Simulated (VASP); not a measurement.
# VN2 (I4/mcm) in VASP: notebook, part 3 of 3

VASP 6.6.1.

## Step 7: Single point, PBEsol

This run uses another cell than the first one, of 7.43 Å³/atom.

Contents of INCAR:

```
PREC = Accurate
ENCUT = 520
EDIFF = 1E-6
ISMEAR = 0
SIGMA = 0.1
LREAL = False
LASPH = True
NELM = 100
ALGO = Normal
ISIF = 2
LWAVE = False
LCHARG = False
GGA = PS
NBANDS = 32
```

Contents of KPOINTS:

```
Automatic mesh
0
Gamma
  6 6 6
```

Contents of POSCAR:

```
VN2
1.0
   -2.1274855221      2.1274797015      2.4633018346
    2.1274773551     -2.1274832126      2.4632978152
    2.1274844628      2.1274821534     -2.4633048656
V N
2 4
Direct
    0.2515820574      0.2386644257      0.0010290013
    0.7515683049      0.7386493723      0.0010265561
    0.1157982633      0.6028784191      0.7294391278
    0.6157982805      0.8744672060      0.5010279470
    0.8873840361      0.3744665910      0.2726155755
    0.3873860211      0.1028815103      0.5010277983
```

Potentials or basis: VASP PAW PBE potentials, release 64 (V_sv, N).

The run is started by

```
cat potpaw_PBE.64/V_sv/POTCAR potpaw_PBE.64/N/POTCAR > POTCAR
mpirun -np 1 vasp_std > vasp.out
```

OUTCAR:

```text
PREC = Accurate
   ENCUT = 520
   EDIFF = 1E-6
   ISMEAR = 0
   LREAL = False
   LASPH = True
   NELM = 100
   ISIF = 2
   GGA = PS

 ion  position               nearest neighbor table
   1  0.252  0.239  0.001-   6 2.11   4 2.11   3 2.11   5 2.11   4 2.11   5 2.11   3 2.11   6 2.11
                             2 2.46   2 2.46
   2  0.752  0.739  0.001-   6 2.11   3 2.11   5 2.11   4 2.11   5 2.11   4 2.11   6 2.11   3 2.11
                             1 2.46   1 2.46
   3  0.116  0.603  0.729-   5 1.37   2 2.11   1 2.11   1 2.11   2 2.11
   4  0.616  0.874  0.501-   6 1.37   2 2.11   1 2.11   1 2.11   2 2.11
   5  0.887  0.374  0.273-   3 1.37   2 2.11   1 2.11   1 2.11   2 2.11
   6  0.387  0.103  0.501-   4 1.37   2 2.11   1 2.11   1 2.11   2 2.11

  LATTYP: Found a body centered tetragonal cell.
 ALAT       =     4.2549618179
 C/A-ratio  =     1.1578481454

  Lattice vectors:

 A1 = (  -2.1274855221,   2.1274797015,   2.4633018346)
 A2 = (   2.1274773551,  -2.1274832126,   2.4632978152)
 A3 = (   2.1274844628,   2.1274821534,  -2.4633048656)

Analysis of symmetry for initial positions (statically):
=====================================================================
 Subroutine PRICEL returns:
 Original cell was already a primitive cell.

 Routine SETGRP: Setting up the symmetry group for a
 body centered tetragonal supercell.

 Subroutine GETGRP returns: Found  4 space group operations
 (whereof  1 operations were pure point group operations)
 out of a pool of 16 trial point group operations.

The static configuration has the point symmetry C_1 .
 The point group associated with its full space group is C_1 .

Analysis of symmetry for dynamics (positions and initial velocities):
=====================================================================
 Subroutine PRICEL returns:
 Original cell was already a primitive cell.

 Routine SETGRP: Setting up the symmetry group for a
 body centered tetragonal supercell.

[... 135 lines left out ...]
  Fermi-wavevector in a.u.,A,eV,Ry     =   1.654085  3.125768 37.225515  2.735998
  Thomas-Fermi vector in A             =   2.742413
   LORBIT       =      0    0 simple, 1 ext, 2 COOP (PROOUT), +10 PAW based schemes
   GGA     = PS    functional components
   LHFCALC =     F    Hartree Fock is set to
   AEXX    =    0.0000 exact exchange contribution
   IVDW    =     0    specifies the selected vdW correction
   LEPSILON=     F    determine dielectric tensor
   LRPA    =     F    only Hartree local field effects (RPA)
 non-spin polarized calculation
 Gauss-broadening in eV      SIGMA  =   0.10
  energy-cutoff  :      520.00
  volume of cell :       44.60
 maximum number of plane-waves:      1217
 NGX is ok and might be reduce to    30
   NGX = 15   NGY = 15   NGZ = 15

 number of electron      46.0000002 magnetization

 Free energy of the ion-electron system (eV)
  ---------------------------------------------------
  ext. energy  EPLUGINS =         0.00000000
  ---------------------------------------------------
  free energy    TOTEN  =       -56.98824257 eV

  energy without entropy =      -56.97670483  energy(sigma->0) =      -56.98247370

 E-fermi :  11.8938     XC(G=0): -14.0748

 val. band max:       11.8783648763   @ k =  -0.3333   0.3333  -0.0000
 cond. band min:      11.9358594879   @ k =   0.5000   0.5000   0.5000
 fundamental gap:      0.0574946116
 Fermi energy:        11.8938120815

 k-point     1 :       0.0000    0.0000    0.0000
  band No.  band energies     occupation
      1     -53.4667      2.00000
      2     -53.2779      2.00000
      3     -27.7282      2.00000
      4     -27.4346      2.00000
      5     -27.4346      2.00000
      6     -27.4219      2.00000
[... 829 lines left out ...]
     31      15.2359      0.00000
     32      15.7525      0.00000

 [... further k-points ...]

------------------------ aborting loop because EDIFF is reached ----------------------------------------

  FORCE on cell =-STRESS in cart. coord.  units (eV):
  Direction    XX          YY          ZZ          XY          YZ          ZX
  --------------------------------------------------------------------------------------
  -------------------------------------------------------------------------------------
  Total        0.2549645      0.2549645      0.1265173     -0.0000039     -0.0000003     -0.0000006
  in kB        9.1597105      9.1597107      4.5451888     -0.0001391     -0.0000098     -0.0000227
  external PRESSURE =       7.6215367 kB  Pullay stress =       0.0000000 kB

 VOLUME and BASIS-vectors are now :
 -----------------------------------------------------------------------------
  energy-cutoff  :      520.00
  volume of cell :       44.60
      direct lattice vectors                 reciprocal lattice vectors
    -2.127485522  2.127479701  2.463301835     0.000000395  0.235019878  0.202979925
     2.127477355 -2.127483213  2.463297815     0.235020072  0.000000203  0.202980147
     2.127484463  2.127482153 -2.463304866     0.235019794  0.235019792  0.000000557

 POSITION                                       TOTAL-FORCE (eV/Angst)
 -----------------------------------------------------------------------------------
     -0.02529      0.02967      1.20509        -0.000000     -0.000000      0.000155
     -0.02531      0.02967      3.66832        -0.000000     -0.000000      0.000489
      2.58812      0.51561     -0.02652         0.061117      0.061088     -0.000161
      1.61624      0.51561      2.43679        -0.061088      0.061117     -0.000161
     -0.51124      1.67120      2.43678        -0.061117     -0.061088     -0.000161
      0.46065      1.67120     -0.02651         0.061088     -0.061117     -0.000161
 -----------------------------------------------------------------------------------
    total drift:                                0.009837      0.014836     -0.000489

  FREE ENERGIE OF THE ION-ELECTRON SYSTEM (eV)
  ---------------------------------------------------
  free  energy   TOTEN  =       -56.9882425750 eV

  energy  without entropy=      -56.9767048274  energy(sigma->0) =      -56.98247370
```

Run time: 38 s. Hardware: 1 thread of AMD EPYC 9R45 (Zen 5), shared host; peak memory 0.16 GiB.

Results:

```yaml
Free_energy: -56.9882 eV
Pressure: 0.8 GPa
Largest_force: 0.086 eV/Å
Band_gap_on_the_k_mesh: zero (bands 23 and 24 overlap by 0.33 eV)
```

Forces on the atoms (eV/Å):
```
V    0.000  0.000  0.000
V    0.000  0.000  0.000
N    0.061  0.061  0.000
N   -0.061  0.061  0.000
N   -0.061 -0.061  0.000
N    0.061 -0.061  0.000
```

Stress tensor (GPa, compression positive):
```
0.92 0.00 0.00
0.00 0.92 0.00
0.00 0.00 0.45
```

Caveat: the PAW data sets were made with another functional, which shifts forces and pressure a little; the run has no spin polarisation, though such a crystal can be magnetic.

## Step 8: The runs side by side

```csv
level,potentials or basis,cell,k mesh,gap on the mesh (eV),pressure (GPa),largest force (eV/Å)
LDA,"VASP PAW LDA potentials, release 64 (V_sv, N)","a = 3.856 Å, angles 113.5, 113.5, 101.7°, 6 atoms",12 × 12 × 12,none,1.8,0.16
PBEsol,"VASP PAW PBE potentials, release 64 (V_sv, N)","a = 3.887 Å, angles 113.5, 113.5, 101.6°, 6 atoms",12 × 12 × 12,none,0.8,0.09
PBEsol,"VASP PAW PBE potentials, release 64 (V_sv, N)","a = 3.932 Å, angles 113.7, 113.7, 101.4°, 6 atoms",12 × 12 × 12,none,-10.9,0.38
PBE,"VASP PAW PBE potentials, release 64 (V_sv, N)","a = 3.930 Å, angles 113.6, 113.6, 101.6°, 6 atoms",12 × 12 × 12,none,0.6,0.05
r2SCAN,"VASP PAW PBE potentials, release 64 (V_sv, N)","a = 3.905 Å, angles 113.3, 113.3, 102.0°, 6 atoms",12 × 12 × 12,none,1.5,0.08
PBEsol,"VASP PAW PBE potentials, release 64 (V_sv, N)","a = 3.888 Å, angles 113.7, 113.7, 101.4°, 6 atoms",6 × 6 × 6,none,0.8,0.09
```

Alike in all rows: task single point; no spin polarisation; cutoff (eV) 520; smearing gaussian 0.1 eV.

Caveats: the run has no spin polarisation, though such a crystal can be magnetic; the PAW data sets were made with another functional, which shifts forces and pressure a little (at least some runs); the cell stands under tension (at least some runs).

Total energies depend on the potentials used, so only differences within one code and one set of settings carry meaning.
